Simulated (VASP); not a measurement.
# Li (Im-3m) in VASP: notebook

Runs on Li. Level: r2SCAN. Tasks: single point, relaxation of cell and atoms.

Everything below comes from runs of VASP 6.6.1. Logs are shortened: lines on timing, memory, paths and dates and some standing lists are left out, and cuts for length are marked.

## (1) The cell of the first run

It takes space group Im-3m (No. 229, cubic). The conventional cell has a = 3.481 Å, b = 3.481 Å, c = 3.481 Å, α = 90.00°, β = 90.00°, γ = 90.00°. Within 4.0 Å of Li (site symmetry m-3m) lie 14 Li at 3.01 to 3.48 Å.

## (2) Single point, r2SCAN

POSCAR reads:

```
Li
1.0
   -1.7407058373      1.7407058373      1.7407058373
    1.7407058373     -1.7407058373      1.7407058373
    1.7407058373      1.7407058373     -1.7407058373
Li
1
Direct
    0.0000000000      0.0000000000      0.0000000000
```

INCAR.step1 reads:

```
  PREC = Accurate
  ENCUT = 830
  ISMEAR = 0
  SIGMA = 0.05
  LREAL = False
  LASPH = True
  NELM = 120
  NBANDS = 8
  GGA = PE
  ALGO = Normal
  EDIFF = 1E-5
  LWAVE = True
  LCHARG = False
  GGA_COMPAT = False
```

INCAR.step2 reads:

```
  PREC = Accurate
  ENCUT = 830
  EDIFF = 1E-6
  ISMEAR = 0
  SIGMA = 0.05
  LREAL = False
  LASPH = True
  NELM = 120
  ALGO = Normal
  ISIF = 2
  LWAVE = False
  LCHARG = True
  METAGGA = R2SCAN
  LMIXTAU = True
  LELF = True
  LVHAR = True
  NBANDS = 8
  ISTART = 1
  GGA_COMPAT = False
```

KPOINTS reads:

```
Automatic mesh
0
Gamma
  8 8 8
```

Potentials or basis: VASP PAW PBE potentials, release 64 (Li_sv).

Launch:

```sh
$ cat potpaw_PBE.64/Li_sv/POTCAR > POTCAR
$ cp INCAR.step1 INCAR
$ mpirun -np 1 vasp_std > vasp.out
$ cp INCAR.step2 INCAR
$ mpirun -np 1 vasp_std > vasp.out
```

OUTCAR:

```text
PREC = Accurate
   ENCUT = 830
   EDIFF = 1E-6
   ISMEAR = 0
   LREAL = False
   LASPH = True
   NELM = 120
   ISIF = 2
   METAGGA = R2SCAN
   ISTART = 1

 ion  position               nearest neighbor table
   1  0.000  0.000  0.000-

  LATTYP: Found a body centered cubic cell.
 ALAT       =     3.4814116746

  Lattice vectors:

 A1 = (  -1.7407058373,   1.7407058373,   1.7407058373)
 A2 = (   1.7407058373,  -1.7407058373,   1.7407058373)
 A3 = (   1.7407058373,   1.7407058373,  -1.7407058373)

Analysis of symmetry for initial positions (statically):
=====================================================================
 Subroutine PRICEL returns:
 Original cell was already a primitive cell.

 Routine SETGRP: Setting up the symmetry group for a
 body centered cubic supercell.

 Subroutine GETGRP returns: Found 48 space group operations
 (whereof 48 operations were pure point group operations)
 out of a pool of 48 trial point group operations.

The static configuration has the point symmetry O_h .

Analysis of symmetry for dynamics (positions and initial velocities):
=====================================================================
 Subroutine PRICEL returns:
 Original cell was already a primitive cell.

 Routine SETGRP: Setting up the symmetry group for a
 body centered cubic supercell.

 Subroutine GETGRP returns: Found 48 space group operations
 (whereof 48 operations were pure point group operations)
 out of a pool of 48 trial point group operations.

The dynamic configuration has the point symmetry O_h .

 Subroutine INISYM returns: Found 48 space group operations
 (whereof 48 operations are pure point group operations),
 and found     1 'primitive' translations

----------------------------------------------------------------------------------------

                                     Primitive cell

  volume of cell :      21.0978

  direct lattice vectors                    reciprocal lattice vectors
    -1.740705837  1.740705837  1.740705837     0.000000000  0.287239802  0.287239802
     1.740705837 -1.740705837  1.740705837     0.287239802  0.000000000  0.287239802
     1.740705837  1.740705837 -1.740705837     0.287239802  0.287239802  0.000000000

  length of vectors
     3.014990951  3.014990951  3.014990951     0.406218424  0.406218424  0.406218424

  position of ions in fractional coordinates (direct lattice)
     0.000000000  0.000000000  0.000000000

[... 75 lines left out ...]
   EDIFF  = 0.1E-05   stopping-criterion for ELM
   LREAL  =      F    real-space projection
   EDIFFG = 0.1E-04   stopping-criterion for IOM
   NSW    =      0    number of steps for IOM
   IBRION =     -1    ionic relax: 0-MD 1-quasi-New 2-CG
   NFREE  =      0    steps in history (QN), initial steepest desc. (CG)
   ISIF   =      2    stress and relaxation
   ISYM   =      2    0-nonsym 1-usesym 2-fastsym
   POTIM  = 0.5000    time-step for ionic-motion
   TEBEG  =    0.0;   TEEND  =   0.0 temperature during run
   PSTRESS=    0.0 pullay stress
   NELECT =       3.0000    total number of electrons
   NUPDOWN=      -1.0000    fix difference up-down
   EMIN   =  10.00;   EMAX   =-10.00  energy-range for DOS
   EFERMI =   0.00;   METHOD = LEGACY
   ISMEAR =     0;   SIGMA  =   0.05  broadening in eV -4-tet -1-fermi 0-gaus
   EFERMI_NEDOS =   21; number of points for ismear=-14 and -15
   IALGO  =     38    algorithm
   IMIX   =      4    mixing-type and parameters
     AMIX     =   0.40;   BMIX     =  1.00
     AMIX_MAG =   1.60;   BMIX_MAG =  1.00
  volume/ion in A,a.u.               =      21.10       142.37
  Fermi-wavevector in a.u.,A,eV,Ry     =   0.854483  1.614738  9.934164  0.730140
  Thomas-Fermi vector in A             =   1.971086
   LORBIT       =      0    0 simple, 1 ext, 2 COOP (PROOUT), +10 PAW based schemes
   METAGGA = R2SCAN    functional components
   LHFCALC =     F    Hartree Fock is set to
   AEXX    =    0.0000 exact exchange contribution
   IVDW    =     0    specifies the selected vdW correction
   LEPSILON=     F    determine dielectric tensor
   LRPA    =     F    only Hartree local field effects (RPA)
 non-spin polarized calculation
 Gauss-broadening in eV      SIGMA  =   0.05
  energy-cutoff  :      830.00
  volume of cell :       21.10
 maximum number of plane-waves:      1165
   NGX = 15   NGY = 15   NGZ = 15

 number of electron       3.0000002 magnetization

 Free energy of the ion-electron system (eV)
  ---------------------------------------------------
  ext. energy  EPLUGINS =         0.00000000
  ---------------------------------------------------
  free energy    TOTEN  =        -2.37049035 eV

  energy without entropy =       -2.36895486  energy(sigma->0) =       -2.36972260

 E-fermi :   0.5959     XC(G=0):  -7.3443

 val. band max:        0.4894537087   @ k =   0.2500   0.2500   0.0000
 cond. band min:       0.6331034051   @ k =   0.3750   0.1250   0.0000
 fundamental gap:      0.1436496963
 Fermi energy:         0.5959224844

 k-point     1 :       0.0000    0.0000    0.0000
  band No.  band energies     occupation
      1     -47.6161      2.00000
      2      -3.2950      2.00000
      3      16.3916      0.00000
      4      16.3916      0.00000
      5      16.3916      0.00000
      6      20.5672      0.00000
      7      20.5672      0.00000
      8      20.5672      0.00000
[... 243 lines left out ...]
 k-point    24 :      -0.3750    0.3750    0.2500
  band No.  band energies     occupation
      1     -47.5948      2.00000
      2       0.9017      0.00000
      3       6.7750      0.00000
      4       8.4489      0.00000
      5      11.8380      0.00000
      6      14.2561      0.00000
      7      18.7719      0.00000
      8      21.9255      0.00000

 [... further k-points ...]

------------------------ aborting loop because EDIFF is reached ----------------------------------------

  FORCE on cell =-STRESS in cart. coord.  units (eV):
  Direction    XX          YY          ZZ          XY          YZ          ZX
  --------------------------------------------------------------------------------------
  -------------------------------------------------------------------------------------
  Total       -0.0131207     -0.0131207     -0.0131207      0.0000000      0.0000000      0.0000000
  in kB       -0.9963944     -0.9963944     -0.9963944      0.0000000      0.0000000      0.0000000
  external PRESSURE =      -0.9963944 kB  Pullay stress =       0.0000000 kB

 VOLUME and BASIS-vectors are now :
 -----------------------------------------------------------------------------
  energy-cutoff  :      830.00
  volume of cell :       21.10
      direct lattice vectors                 reciprocal lattice vectors
    -1.740705837  1.740705837  1.740705837     0.000000000  0.287239802  0.287239802
     1.740705837 -1.740705837  1.740705837     0.287239802  0.000000000  0.287239802
     1.740705837  1.740705837 -1.740705837     0.287239802  0.287239802  0.000000000

 POSITION                                       TOTAL-FORCE (eV/Angst)
 -----------------------------------------------------------------------------------
      0.00000      0.00000      0.00000        -0.000000     -0.000000      0.000000
 -----------------------------------------------------------------------------------
    total drift:                               -0.000000     -0.000000     -0.000000

  FREE ENERGIE OF THE ION-ELECTRON SYSTEM (eV)
  ---------------------------------------------------
  free  energy   TOTEN  =        -2.3704903531 eV

  energy  without entropy=       -2.3689548566  energy(sigma->0) =       -2.36972260
```

Wall time 45 s (1 thread of Intel Xeon 8259CL, shared host); peak memory 0.15 GiB.

Results:

| Quantity | Value |
| --- | --- |
| Free energy | -2.3705 eV |
| Pressure | -0.1 GPa |
| Band gap on the k mesh | zero (an odd number of electrons rules out a gap without spin polarisation) |

Levels at points of the mesh, in eV from the Fermi level:
| k point | band 1 | band 2 | band 3 | band 4 |
| --- | --- | --- | --- | --- |
| (0.00, 0.00, 0.00) | -48.21 | -3.89 | 15.80 | 15.80 |
| (0.50, 0.00, 0.00) | -48.19 | 0.21 | 3.30 | 11.11 |
| (0.50, 0.50, 0.50) | -48.18 | 5.85 | 5.85 | 5.85 |

Caveat: the PAW data sets were made with another functional, which shifts forces and pressure a little.

## (3) Single point, r2SCAN

This run uses another cell than the first one, of 20.68 Å³/atom.

POSCAR reads:

```
Li
1.0
   -1.7290228958      1.7290228958      1.7290228958
    1.7290228958     -1.7290228958      1.7290228958
    1.7290228958      1.7290228958     -1.7290228958
Li
1
Direct
    0.0000000000      0.0000000000      0.0000000000
```

INCAR.step1 reads:

```
ALGO = Normal
EDIFF = 1E-5
ENCUT = 830
GGA = PE
GGA_COMPAT = F
ISMEAR = 0
LASPH = T
LCHARG = F
LREAL = F
LWAVE = T
NBANDS = 8
NELM = 120
PREC = Accurate
SIGMA = 0.05
```

INCAR.step2 reads:

```
ALGO = Normal
EDIFF = 1E-6
ENCUT = 830
GGA_COMPAT = F
ISIF = 2
ISMEAR = 0
ISTART = 1
LASPH = T
LCHARG = F
LMIXTAU = T
LREAL = F
LWAVE = F
METAGGA = R2SCAN
NBANDS = 8
NELM = 120
PREC = Accurate
SIGMA = 0.05
```

KPOINTS reads:

```
k-points
0
Gamma
  8 8 8
```

Potentials or basis: VASP PAW PBE potentials, release 64 (Li_sv).

Launch:

```sh
$ cat potpaw_PBE.64/Li_sv/POTCAR > POTCAR
$ cp INCAR.step1 INCAR
$ mpirun -np 1 vasp_std > vasp.out
$ cp INCAR.step2 INCAR
$ mpirun -np 1 vasp_std > vasp.out
```

Wall time 33 s (1 thread of Intel Xeon 8259CL, shared host); peak memory 0.15 GiB.

The run converged. Its results:

```yaml
Free_energy: -2.3696 eV
Pressure: 0.1 GPa
Band_gap_on_the_k_mesh: zero (an odd number of electrons rules out a gap without spin polarisation)
```

Levels at points of the mesh, in eV from the Fermi level:
| k point | band 1 | band 2 | band 3 | band 4 | band 5 |
| --- | --- | --- | --- | --- | --- |
| (0.00, 0.00, 0.00) | -48.15 | -3.93 | 16.00 | 16.00 | 16.00 |
| (0.50, 0.00, 0.00) | -48.13 | 0.21 | 3.35 | 11.25 | 12.78 |
| (0.50, 0.50, 0.50) | -48.11 | 5.93 | 5.93 | 5.93 | 8.06 |

Caveat: the PAW data sets were made with another functional, which shifts forces and pressure a little.

## (4) Single point, r2SCAN

This run uses another cell than the first one, of 21.52 Å³/atom.

POSCAR reads:

```
Li
1.0
   -1.7522340265      1.7522340265      1.7522340265
    1.7522340265     -1.7522340265      1.7522340265
    1.7522340265      1.7522340265     -1.7522340265
Li
1
Direct
    0.0000000000      0.0000000000      0.0000000000
```

INCAR.step1 reads:

```
PREC = Accurate ; ENCUT = 830
ISMEAR = 0 ; SIGMA = 0.05
LREAL = F ; LASPH = T
NELM = 120 ; NBANDS = 8
GGA = PE ; ALGO = Normal
EDIFF = 1E-5 ; LWAVE = T
LCHARG = F ; GGA_COMPAT = F
```

INCAR.step2 reads:

```
PREC = Accurate ; ENCUT = 830
EDIFF = 1E-6 ; ISMEAR = 0
SIGMA = 0.05 ; LREAL = F
LASPH = T ; NELM = 120
ALGO = Normal ; ISIF = 2
LWAVE = F ; LCHARG = F
METAGGA = R2SCAN ; LMIXTAU = T
NBANDS = 8 ; ISTART = 1
GGA_COMPAT = F
```

KPOINTS reads:

```
Automatic mesh
0
Gamma
  8 8 8
```

Launch:

```sh
$ cat potpaw_PBE.64/Li_sv/POTCAR > POTCAR
$ cp INCAR.step1 INCAR
$ mpirun -np 1 vasp_std > vasp.out
$ cp INCAR.step2 INCAR
$ mpirun -np 1 vasp_std > vasp.out
```

Run time: 56 s. Hardware: 1 thread of Intel Xeon 8259CL, shared host; peak memory 0.16 GiB.

Results (log left out):

```yaml
Free_energy: -2.3708 eV
Pressure: -0.3 GPa
Band_gap_on_the_k_mesh: zero (an odd number of electrons rules out a gap without spin polarisation)
```

Levels at points of the mesh, in eV from the Fermi level:
| k point | band 1 | band 2 | band 3 | band 4 |
| --- | --- | --- | --- | --- |
| (0.00, 0.00, 0.00) | -48.29 | -3.85 | 15.60 | 15.60 |
| (0.50, 0.00, 0.00) | -48.27 | 0.21 | 3.26 | 10.96 |
| (0.50, 0.50, 0.50) | -48.26 | 5.78 | 5.78 | 5.78 |

Caveat: the PAW data sets were made with another functional, which shifts forces and pressure a little.

(Continued in part 2 of 2.)

The gap in the log of VASP goes by the Fermi energy; the results here count the filled bands.